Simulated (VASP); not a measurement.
Ge:

```
CELL_PARAMETERS angstrom
0.00000 2.86614 2.86614
2.86614 0.00000 2.86614
2.86614 2.86614 0.00000
ATOMIC_POSITIONS crystal
Ge 0.75000 0.75000 0.75000
Ge 0.50000 0.50000 0.50000
```

Base run:

* Program: VASP 6.6.1
* Functional: RPBE
* Potentials or basis: VASP PAW PBE potentials, release 64 (Ge_d)
* Cutoff: 520 eV
* k mesh: 8 × 8 × 8
* Occupations: fermi-dirac, width 0.05 eV
* Spin: no spin polarisation

Its results: band gap on the k mesh zero (filled and empty bands touch); pressure 2.5 GPa.

Q: The run is repeated on the same cell with these changes: dispersion from none to D4. What comes out?

A: Band gap on the k mesh zero (filled and empty bands touch); pressure -2.0 GPa.

Dispersion adds attraction, which lowers the pressure at fixed volume and, as a term added to the energy, leaves the levels alone.

Caveats: the PAW data sets were made with another functional, which shifts forces and pressure a little; pairwise dispersion overbinds metals, which lowers pressure and volume (some runs).
